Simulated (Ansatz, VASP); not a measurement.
One calculation of P, two programs

```
P
1.0
     3.35185   -0.03671   -0.01758
    -0.38963   34.62370   -0.41837
    -0.02480   -0.05560    4.69197
P
4
Direct
  0.00415 0.97016 0.60122
  0.01017 0.03021 0.40140
  0.48530 0.03002 0.08637
  0.50037 0.96961 0.91101
```

Change from the starting cell: all atoms moved at random (sigma 0.03 Å a component), cell strained at random (sigma 0.03).

Alike in both runs: task single point; functional r2SCAN; k mesh 8 × 1 × 6; occupations gaussian, width 0.05 eV; no spin polarisation.

```csv
,VASP,Ansatz
version,VASP 6.6.1,Ansatz 0.2.0
potentials or method,"VASP PAW PBE potentials, release 64 (P), cutoff 520 eV","scalar-relativistic, plane waves, PAW"
valence electrons in the cell,20,20
```

VASP gave:

| Property | Result |
| --- | --- |
| gap on the k mesh at the Fermi level (eV) | 1.10 |
| least direct gap on the mesh (eV) | 1.18 |
| rms of the force components (eV/Å) | 0.371 |

Task: Estimate Ansatz's values.

Result: gap on the k mesh at the Fermi level (eV): 1.08; least direct gap on the mesh (eV): 1.15; rms of the force components (eV/Å): 0.370.

VASP's potentials were made for PBE, not for r2SCAN. Atom by atom the forces differ by 0.053 eV/Å (rms over components). Ansatz's warnings: xc potential rough in thin density.
